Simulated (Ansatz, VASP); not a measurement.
## Two plane-wave programs on GeS

```
Ge S
1.0
    10.65341    0.00000    0.00000
     0.00000    3.68058    0.00000
     0.00000    0.00000    4.35632
Ge S
4 4
Direct
  0.87559 0.25000 0.36448
  0.12441 0.75000 0.63552
  0.62441 0.75000 0.86448
  0.37559 0.25000 0.13552
  0.65056 0.25000 0.49467
  0.34944 0.75000 0.50533
  0.84944 0.75000 0.99467
  0.15056 0.25000 0.00533
```

Alike in both runs: functional PBE; dispersion D3(BJ); k mesh 4 × 8 × 6; occupations gaussian, width 0.02 eV; no spin polarisation.

Ansatz relaxed the structure, and its values are those at the end. VASP's run is a single point on that final structure, the one shown.

```csv
,VASP,Ansatz
version,VASP 6.6.1,Ansatz 0.2.0
potentials or method,"VASP PAW PBE potentials, release 64 (Ge_d, S), cutoff 500 eV","scalar-relativistic, plane waves, PAW"
valence electrons in the cell,80,80
```

|  | VASP | Ansatz | Ansatz less VASP |
| --- | --- | --- | --- |
| gap on the k mesh at the Fermi level (eV) | 1.23 | 1.24 | +0.008 |
| least direct gap on the mesh (eV) | 1.27 | 1.27 | +0.004 |
| pressure (GPa) | -0.1 | 0.0 | +0.09 |
| rms of the force components (eV/Å) | 0.005 | 0.002 | -0.0028 |

Ansatz's warnings: dispersion switch in reach, relaxed geometry near dispersion switch.
